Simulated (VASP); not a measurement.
A run of VASP 6.6.1 is set up as follows.

File INCAR:

```
SYSTEM = Nb
  ALGO = Fast
  EDIFF = 1E-6
  ENCUT = 520
  GGA = PS
  ISIF = 2
  ISMEAR = 0
  LASPH = .TRUE.
  LCHARG = .FALSE.
  LREAL = .FALSE.
  LWAVE = .FALSE.
  NBANDS = 12
  NELM = 60
  PREC = Accurate
  SIGMA = 0.15
```

The input KPOINTS:

```
k-points
0
G
  20 20 20
  0 0 0
```

File POSCAR:

```
Nb
1.0
    0.0000000000      2.2842000000      2.1150000000
    2.2842000000      0.0000000000      2.1150000000
    2.2842000000      2.2842000000      0.0000000000
Nb
1
Direct
    0.0000000000      0.0000000000      0.0000000000
```

Potentials or basis: VASP PAW PBE potentials, release 64 (Nb_sv).

The run is started by

```console
$ cat potpaw_PBE.64/Nb_sv/POTCAR > POTCAR
$ mpirun -np 1 vasp_std > vasp.out
```

Q: Predict the band gap on the k mesh.

A: Zero (an odd number of electrons rules out a gap without spin polarisation).

Q: Estimate the pressure.

A: -24.6 GPa.

Stress tensor (GPa, compression positive):
```
-21.27   0.00   0.00
  0.00 -21.27   0.00
  0.00   0.00 -31.18
```

Caveat: the cell differs from its parent crystal (strain +0.080 along x and y, +0.000 along z); the stress differs along the axes, from -31 to -21 GPa; the PAW data sets were made with another functional, which shifts forces and pressure a little.
